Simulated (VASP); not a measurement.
Wanted: the native input for a VASP 6.6.1 run.

```yaml
Task: single point
Functional: PBE
Potentials_or_basis: VASP PAW PBE potentials, release 64 (Mg, O)
Cutoff: 520 eV
k_mesh: 6 × 6 × 6
Occupations: gaussian, width 0.1 eV
Spin: no spin polarisation
Dipole_correction: no
Further_INCAR_settings: ALGO = Normal; EDIFF = 1e-06; NBANDS = 12
```

The structure of Mg2O lies in POSCAR:

```
Mg2O
1.0
    4.4318574964      0.0000000000      0.0000000000
   -2.2159287482      3.8381011778      0.0000000000
    0.0000000000      0.0000000000      3.0150630834
Mg O
2 1
Direct
    0.3333333333      0.6666666667      0.5000000000
    0.6666666667      0.3333333333      0.5000000000
    0.0000000000      0.0000000000      0.0000000000
```

The input as run:

INCAR

```
  PREC = Accurate
  ENCUT = 520
  EDIFF = 1E-6
  ISMEAR = 0
  SIGMA = 0.1
  LREAL = False
  LASPH = True
  NELM = 100
  ALGO = Normal
  ISIF = 2
  LWAVE = False
  LCHARG = False
  GGA = PE
  NBANDS = 12
```

KPOINTS

```
regular mesh
0
Gamma
  6 6 6
```

Potentials or basis: VASP PAW PBE potentials, release 64 (Mg, O).

Run with:

```bash
$ cat potpaw_PBE.64/Mg/POTCAR potpaw_PBE.64/O/POTCAR > POTCAR
$ mpirun -np 1 vasp_std > vasp.out
```

Results of the run:

- Pressure: 0.0 GPa
- Band gap on the k mesh: zero (band 5 reaches 3.07 eV, above the bottom of band 6 at 2.81 eV)

Run time: 10 s on 1 thread of Intel(R) Xeon(R) Platinum 8488C (Sapphire Rapids) (shared host), peak memory 0.17 GiB.
